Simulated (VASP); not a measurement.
Crystal: TePb.

```xyz
2
Lattice="0.0000 3.2861 3.2861 3.2861 0.0000 3.2861 3.2861 3.2861 0.0000" Properties=species:S:1:pos:R:3 pbc="T T T"
Te    3.2861    3.2861    3.2861
Pb    0.0000    0.0000    0.0000
```

```yaml
Program: VASP 6.6.1
Task: relaxation of cell and atoms
Functional: PBEsol
Potentials_or_basis: VASP PAW PBE potentials, release 64 (Te, Pb_d)
Cutoff: 600 eV
k_mesh: 6 × 6 × 6
Occupations: fermi-dirac, width 0.02 eV
Spin: no spin polarisation
```

At the start: pressure -2.3 GPa; volume 35.48 Å³/atom.

Problem. Where does the relaxation end?

Solution. Over 3 steps the energy falls by 15.6 meV/atom and the volume is 33.45 Å³/atom (-5.7 %); space group Fm-3m (No. 225, to 0.1 Å) before and after.

Step by step:
| step | energy change (eV) | largest force (eV/Å) | pressure (GPa) | volume (Å³) |
| --- | --- | --- | --- | --- |
| 1 | 0.0000 | 0.0000 | -2.33 | 70.97 |
| 2 | -0.0286 | 0.0000 | 0.79 | 65.80 |
| 3 | -0.0312 | 0.0000 | 0.00 | 66.90 |

Final structure:
```cif
data_structure
_symmetry_space_group_name_H-M 'P 1'
_symmetry_Int_Tables_number 1
_cell_length_a 4.5566
_cell_length_b 4.5566
_cell_length_c 4.5566
_cell_angle_alpha 60.000
_cell_angle_beta 60.000
_cell_angle_gamma 60.000
_cell_volume 66.90
loop_
_atom_site_label
_atom_site_type_symbol
_atom_site_fract_x
_atom_site_fract_y
_atom_site_fract_z
_atom_site_occupancy
Te1 Te 0.50000 0.50000 0.50000 1
Pb1 Pb 0.00000 0.00000 0.00000 1
```

Caveat: the PAW data sets were made with another functional, which shifts forces and pressure a little.
